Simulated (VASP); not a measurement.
# MgS (gw) (I4/mmm) in VASP: G0W0 quasiparticle levels with PBEsol

Aim: the G0W0 quasiparticle levels of MgS (gw) with PBEsol.

All numbers are computed with VASP 6.6.1; they aren't measurements. Logs are shortened: lines on timing, memory, paths and dates and some standing lists are left out, and cuts for length are marked.

## 1. The cell of the first run

The structure is tetragonal, space group I4/mmm (No. 139). Conventional cell: a = 3.701 Å, b = 3.701 Å, c = 5.155 Å, α = 90.00°, β = 90.00°, γ = 90.00°. Mg (site symmetry 4/mmm) has 6 S at 2.58 to 2.62 Å within 3.4 Å. Within 3.4 Å of S (site symmetry 4/mmm) lie 6 Mg at 2.58 to 2.62 Å.

## 2. G0W0 quasiparticle levels, PBEsol

Input file POSCAR:

```
MgS
1.0
    0.0000000000      2.6171221401      2.5776012219
    2.6171221401      0.0000000000      2.5776012219
    2.6171221401      2.6171221401      0.0000000000
Mg S
1 1
Direct
    0.0000000000      0.0000000000      0.0000000000
    0.5000000000      0.5000000000      0.5000000000
```

Input file INCAR.step1:

```
SYSTEM = MgS
  PREC = Accurate
  ENCUT = 500
  EDIFF = 1E-8
  ISMEAR = 0
  SIGMA = 0.01
  LREAL = .False.
  LASPH = .True.
  NELM = 100
  ALGO = Normal
  LWAVE = .True.
  LCHARG = .False.
  GGA = PS
```

Input file INCAR.step2:

```
SYSTEM = MgS
  PREC = Accurate
  ENCUT = 500
  EDIFF = 1E-8
  ISMEAR = 0
  SIGMA = 0.01
  LREAL = .False.
  LASPH = .True.
  NELM = 1
  ALGO = Exact
  LWAVE = .True.
  LCHARG = .False.
  GGA = PS
  NBANDS = 84
  LOPTICS = .True.
  ISTART = 1
```

Input file INCAR.step3:

```
SYSTEM = MgS
  PREC = Accurate
  ENCUT = 500
  EDIFF = 1E-8
  ISMEAR = 0
  SIGMA = 0.01
  LREAL = .False.
  LASPH = .True.
  ALGO = EVGW0
  LWAVE = .False.
  LCHARG = .False.
  GGA = PS
  NELMGW = 1
  NBANDS = 84
  ENCUTGW = 100.0
  NOMEGA = 48
  PRECFOCK = Fast
  ISTART = 1
  NBANDSGW = 12
```

Input file KPOINTS:

```
regular mesh
0
Gamma
  4 4 4
  0 0 0
```

Potentials or basis: VASP PAW PBE potentials, release 64 (Mg_GW, S_GW).

Command:

```
$ cat potpaw_PBE.64/Mg_GW/POTCAR potpaw_PBE.64/S_GW/POTCAR > POTCAR
$ cp INCAR.step1 INCAR
$ mpirun -np 1 vasp_std > vasp.out
$ cp INCAR.step2 INCAR
$ mpirun -np 1 vasp_std > vasp.out
$ cp INCAR.step3 INCAR
$ mpirun -np 1 vasp_std > vasp.out
```

OUTCAR:

```text
SYSTEM = MgS
   PREC = Accurate
   ENCUT = 500
   EDIFF = 1E-8
   ISMEAR = 0
   LREAL = .False.
   LASPH = .True.
   GGA = PS
   NELMGW = 1
   ENCUTGW = 100.0
   PRECFOCK = Fast
   ISTART = 1

 ion  position               nearest neighbor table
   1  0.000  0.000  0.000-
   2  0.500  0.500  0.500-

  LATTYP: Found a body centered tetragonal cell.
 ALAT       =     3.7011696249
 C/A-ratio  =     1.3928576548

  Lattice vectors:

 A1 = (   0.0000000000,  -2.6171221401,  -2.5776012219)
 A2 = (   0.0000000000,   2.6171221401,  -2.5776012219)
 A3 = (   2.6171221401,   0.0000000000,   2.5776012219)

Analysis of symmetry for initial positions (statically):
=====================================================================
 Subroutine PRICEL returns:
 Original cell was already a primitive cell.

 Routine SETGRP: Setting up the symmetry group for a
 body centered tetragonal supercell.

 Subroutine GETGRP returns: Found 16 space group operations
 (whereof 16 operations were pure point group operations)
 out of a pool of 16 trial point group operations.

The static configuration has the point symmetry D_4h.

Analysis of symmetry for dynamics (positions and initial velocities):
=====================================================================
 Subroutine PRICEL returns:
 Original cell was already a primitive cell.

 Routine SETGRP: Setting up the symmetry group for a
 body centered tetragonal supercell.

 Subroutine GETGRP returns: Found 16 space group operations
 (whereof 16 operations were pure point group operations)
 out of a pool of 16 trial point group operations.

The dynamic configuration has the point symmetry D_4h.

 Subroutine INISYM returns: Found 16 space group operations
 (whereof 16 operations are pure point group operations),
 and found     1 'primitive' translations

----------------------------------------------------------------------------------------

                                     Primitive cell

  volume of cell :      35.3097

  direct lattice vectors                    reciprocal lattice vectors
     0.000000000  2.617122140  2.577601222    -0.191049547  0.191049547  0.193978803
     2.617122140  0.000000000  2.577601222     0.191049547 -0.191049547  0.193978803
     2.617122140  2.617122140  0.000000000     0.191049547  0.191049547 -0.193978803

  length of vectors
     3.673330417  3.673330417  3.701169625     0.332607329  0.332607329  0.332607329

  position of ions in fractional coordinates (direct lattice)
     0.000000000  0.000000000  0.000000000
     0.500000000  0.500000000  0.500000000

  ion indices of the primitive-cell ions
   primitive index   ion index
                 1           1
                 2           2

----------------------------------------------------------------------------------------

 KPOINTS: regular mesh

Automatic generation of k-mesh.
 Grid dimensions read from file:
 generate k-points for:    4    4    4

 Generating k-lattice:

  Cartesian coordinates                     Fractional coordinates (reciprocal lattice)
    -0.047762387  0.047762387  0.048494701     0.250000000  0.000000000  0.000000000
     0.047762387 -0.047762387  0.048494701     0.000000000  0.250000000  0.000000000
     0.047762387  0.047762387 -0.048494701     0.000000000  0.000000000  0.250000000

  Length of vectors
     0.083151832  0.083151832  0.083151832

  Shift w.r.t. Gamma in fractional coordinates (k-lattice)
     0.000000000  0.000000000  0.000000000

 Subroutine IBZKPT returns following result:
 ===========================================

 Found     13 irreducible k-points:

 Following reciprocal coordinates:
            Coordinates               Weight
  0.000000  0.000000  0.000000      1.000000
  0.250000  0.000000  0.000000      8.000000
  0.500000  0.000000  0.000000      4.000000
  0.250000  0.250000  0.000000      2.000000
  0.500000  0.250000  0.000000      8.000000
 -0.250000  0.250000  0.000000      4.000000
  0.500000  0.500000  0.000000      1.000000
  0.250000  0.000000  0.250000      4.000000
  0.500000  0.000000  0.250000     16.000000
 -0.250000 -0.000000  0.250000      8.000000
 -0.250000  0.500000  0.250000      4.000000
  0.500000  0.000000  0.500000      2.000000
 -0.250000  0.250000  0.500000      2.000000
   k-points           NKPTS =     13   k-points in BZ     NKDIM =     64   number of bands    NBANDS=     84
   number of dos      NEDOS =    301   number of ions     NIONS =      2
   total plane-waves  NPLWV =  21952
   dimension x,y,z NGX =    28 NGY =   28 NGZ =   28
   dimension x,y,z NGXF=    56 NGYF=   56 NGZF=   56
   ions per type =               1   1
   NGX,Y,Z   is equivalent  to a cutoff of  12.67, 12.67, 12.58 a.u.
   NGXF,Y,Z  is equivalent  to a cutoff of  25.34, 25.34, 25.15 a.u.
 SYSTEM =  MgS
   PREC   = accura    normal or accurate (medium, high low for compatibility)
   ISTART =      1    job   : 0-new  1-cont  2-samecut
   ICHARG =      0    charge: 1-file 2-atom 10-const
   ISPIN  =      1    spin polarized calculation?
   LNONCOLLINEAR =      F non collinear calculations
   LSORBIT =      F    spin-orbit coupling
   LASPH  =      T    aspherical Exc in radial PAW
   ENCUT  =  500.0 eV  36.75 Ry    6.06 a.u.   6.70  6.70  6.75*2*pi/ulx,y,z
   NELM   =     60;   NELMIN=  2; NELMDL=  0     # of ELM steps
   EDIFF  = 0.1E-07   stopping-criterion for ELM
   LREAL  =      F    real-space projection
   EDIFFG = 0.1E-06   stopping-criterion for IOM
   NSW    =      0    number of steps for IOM
   IBRION =     -1    ionic relax: 0-MD 1-quasi-New 2-CG
   NFREE  =      0    steps in history (QN), initial steepest desc. (CG)
   ISIF   =      0    stress and relaxation
   ISYM   =      3    0-nonsym 1-usesym 2-fastsym
   POTIM  = 0.5000    time-step for ionic-motion
   TEBEG  =    0.0;   TEEND  =   0.0 temperature during run
   PSTRESS=    0.0 pullay stress
   NELECT =       8.0000    total number of electrons
   NUPDOWN=      -1.0000    fix difference up-down
   EMIN   =  10.00;   EMAX   =-10.00  energy-range for DOS
   EFERMI =   0.00;   METHOD = LEGACY
   ISMEAR =     0;   SIGMA  =   0.01  broadening in eV -4-tet -1-fermi 0-gaus
   EFERMI_NEDOS =   21; number of points for ismear=-14 and -15
   IALGO  =     38    algorithm
   IMIX   =      4    mixing-type and parameters
     AMIX     =   0.40;   BMIX     =  1.00
     AMIX_MAG =   1.60;   BMIX_MAG =  1.00
  volume/ion in A,a.u.               =      17.65       119.14
  Fermi-wavevector in a.u.,A,eV,Ry     =   0.998022  1.885989 13.552063  0.996049
  Thomas-Fermi vector in A             =   2.130218
   LORBIT       =      0    0 simple, 1 ext, 2 COOP (PROOUT), +10 PAW based schemes
   GGA     = PS    functional components
   LHFCALC =     T    Hartree Fock is set to
   PRECFOCK=fast      Normal, Fast or Accurate (Low or Medium for compatibility)
   ENCUT4O =  -1.0   cutoff for four orbital integrals eV
   NKREDX  =     1    reduce k-point grid by
   NKREDY  =     1    reduce k-point grid by
   NKREDZ  =     1    reduce k-point grid by
   AEXX    =    1.0000 exact exchange contribution
   HFSCREEN=    0.0000 screening length (either q_TF or 0.3 A-1)
   HFSCREENC=   0.0000 screening length for correlation (either q_TF or 0.3 A-1)
   ENCUTFOCK=  -1.0 apply spherical cutoff to Coloumb kernel
   IVDW    =     0    specifies the selected vdW correction
   LEPSILON=     F    determine dielectric tensor
   LRPA    =     F    only Hartree local field effects (RPA)
   LRPAFORCE           =     F    calculate RPA forces
   ENCUTGW             = 100.0    cutoff for response function in eV
   ENCUTGWSOFT         =  80.0    soft cutoff for Coulomb kernel in GW response function in eV
   ENCUTLF             =  -1.0    cutoff for local field effects
   NELMGW              =     1    number of iterations in solving QP/BSE equation
   NELMHF              =     1    number of iterations in the inner HF iteration
   NKREDLFX            =     1    NKREDLFY  =   1   NKREDLFZ  =   1
 non-spin polarized calculation
 Gauss-broadening in eV      SIGMA  =   0.01
  energy-cutoff  :      500.00
  volume of cell :       35.31
 maximum number of plane-waves:       922
 NGX is ok and might be reduce to    28
  NGX = 16; NGY = 16; NGZ = 16
   NGX = 13   NGY = 13   NGZ = 13
 maximum number of plane-waves:        88
 NGX is ok and might be reduce to    14

 QP shifts <psi_nk| G(iteration)W_0 |psi_nk>: iteration 1
 for sc-GW calculations column KS-energies equals QP-energies in previous step
 and V_xc(KS)=  KS-energies - (<T + V_ion + V_H > + <T+V_H+V_ion>^1  + <V_x>^1)

 k-point   1 :       0.0000    0.0000    0.0000
  band No.  KS-energies  QP-energies   sigma(KS)   V_xc(KS)     V^pw_x(r,r')   Z            occupation Imag(sigma)

      1      -8.9779      -9.6827     -13.5488     -12.5465     -20.7906       0.7033       2.0000       1.5267
      2       3.6494       2.8874     -14.2383     -13.2452     -16.2501       0.7673       2.0000       0.0834
      3       3.7183       2.9613     -14.2292     -13.2445     -16.2155       0.7687       2.0000       0.0822
      4       3.7183       2.9613     -14.2292     -13.2445     -16.2155       0.7687       2.0000       0.0822
      5       7.2537       7.9829      -9.2408     -10.1621      -5.3922       0.7914       0.0000      -0.0810
      6      11.4299      12.1509      -8.5780      -9.4960      -4.2455       0.7854       0.0000      -0.1098
      7      11.4299      12.1509      -8.5780      -9.4960      -4.2455       0.7854       0.0000      -0.1098
      8      11.5857      12.3009      -8.5329      -9.4438      -4.1775       0.7851       0.0000      -0.1126
      9      13.7737      14.6564      -9.3257     -10.4809      -4.5527       0.7641       0.0000      -0.1657
     10      13.9773      14.8778      -9.3943     -10.5734      -4.5758       0.7636       0.0000      -0.1732
     11      15.9778      16.1943      -7.2819      -7.5692      -1.8326       0.7532       0.0000      -0.3467
     12      16.5713      17.1511      -7.7937      -8.5718      -2.0440       0.7452       0.0000      -0.4427

 k-point   2 :       0.2500    0.0000    0.0000
  band No.  KS-energies  QP-energies   sigma(KS)   V_xc(KS)     V^pw_x(r,r')   Z            occupation Imag(sigma)

      1      -8.4120      -9.0444     -13.7335     -12.8385     -20.8933       0.7065       2.0000       1.4148
      2       0.8424      -0.0241     -12.7688     -11.6094     -15.3456       0.7474       2.0000       0.1167
      3       3.3666       2.5851     -14.0471     -13.0271     -16.0959       0.7661       2.0000       0.0840
      4       3.3710       2.5894     -14.0784     -13.0584     -16.1340       0.7663       2.0000       0.0838
      5       8.4898       9.1567      -8.8610      -9.7042      -4.8824       0.7910       0.0000      -0.0893
      6      11.2704      12.0370      -8.5916      -9.5759      -4.2150       0.7788       0.0000      -0.1177
      7      11.4486      12.2238      -8.6269      -9.6241      -4.2165       0.7774       0.0000      -0.1204
      8      11.8604      12.6404      -9.7757     -10.7965      -5.2053       0.7642       0.0000      -0.1357
      9      13.8010      14.5662      -8.9185      -9.9189      -4.0426       0.7649       0.0000      -0.1858
     10      13.8163      14.5814      -8.8910      -9.8911      -4.0139       0.7650       0.0000      -0.1872
     11      15.4091      15.9177      -7.5103      -8.1891      -1.9897       0.7492       0.0000      -0.3647
     12      20.4479      21.1794      -8.5650      -9.5169      -2.4621       0.7684       0.0000      -0.8231
[... 148 lines left out ...]
      1      -7.2943      -7.8092     -14.3943     -13.6554     -21.3338       0.6968       2.0000       1.1432
      2      -0.5706      -1.5549     -12.2710     -10.9175     -15.3736       0.7272       2.0000       0.1624
      3       1.9448       1.0497     -13.4020     -12.2204     -15.8023       0.7575       2.0000       0.0982
      4       2.0764       1.1897     -13.3845     -12.2142     -15.7405       0.7577       2.0000       0.0952
      5       6.3857       7.0862      -8.1477      -9.0248      -4.6019       0.7986       0.0000      -0.0750
      6       7.9271       8.4732      -8.0738      -8.7556      -4.2809       0.8011       0.0000      -0.0842
      7      15.4698      16.2228     -10.3833     -11.4221      -4.7491       0.7249       0.0000      -0.3081
      8      16.2835      17.2321      -9.9713     -11.2483      -4.5807       0.7428       0.0000      -0.3074
      9      16.7117      17.4012      -9.1114     -10.0428      -3.2634       0.7403       0.0000      -0.4661
     10      17.1307      17.8308      -9.2243     -10.1700      -3.3140       0.7403       0.0000      -0.4958
     11      19.0750      20.0065     -10.4807     -11.7228      -4.5378       0.7499       0.0000      -0.5072
     12      19.3605      20.3244     -10.6656     -11.9476      -4.6510       0.7518       0.0000      -0.5359

 k-point  13 :      -0.2500    0.2500    0.5000
  band No.  KS-energies  QP-energies   sigma(KS)   V_xc(KS)     V^pw_x(r,r')   Z            occupation Imag(sigma)

      1      -7.2438      -7.7474     -14.4316     -13.7087     -21.3808       0.6966       2.0000       1.1372
      2       0.4344      -0.5146     -12.5119     -11.2346     -15.2373       0.7430       2.0000       0.1273
      3       0.4344      -0.5146     -12.5119     -11.2346     -15.2373       0.7430       2.0000       0.1273
      4       1.2265       0.3875     -12.5817     -11.4706     -14.9546       0.7551       2.0000       0.1055
      5       8.9502       9.7265      -9.4680     -10.4616      -5.6139       0.7813       0.0000      -0.0904
      6      11.5636      12.2664      -9.3698     -10.2788      -4.9301       0.7731       0.0000      -0.1238
      7      11.5636      12.2664      -9.3698     -10.2788      -4.9301       0.7731       0.0000      -0.1238
      8      11.7082      12.4822      -8.5538      -9.5629      -3.9087       0.7670       0.0000      -0.1415
      9      17.7650      18.4348      -8.9811      -9.8779      -3.0432       0.7468       0.0000      -0.5439
     10      17.7650      18.4348      -8.9811      -9.8779      -3.0432       0.7468       0.0000      -0.5439
     11      19.0162      19.8234      -9.6017     -10.6682      -3.6944       0.7569       0.0000      -0.5918
     12      19.2337      20.1952     -10.7173     -12.0022      -4.7239       0.7483       0.0000      -0.5227
```

Run time: 71 s. Hardware: 1 thread of Intel Xeon Platinum 8488C (Sapphire Rapids), shared host; peak memory 0.37 GiB.

Results:

```
Band gap on the k mesh, mean-field level : 2.59 eV, indirect (least direct gap 3.54 eV)
Quasiparticle gap                        : 4.04 eV
Least direct quasiparticle gap           : 5.02 eV
```

Caveat: the k points lie up to 0.52 Å⁻¹ apart; bands, screening cutoff and mesh are small and nothing is extrapolated, so the quasiparticle values aren't converged.
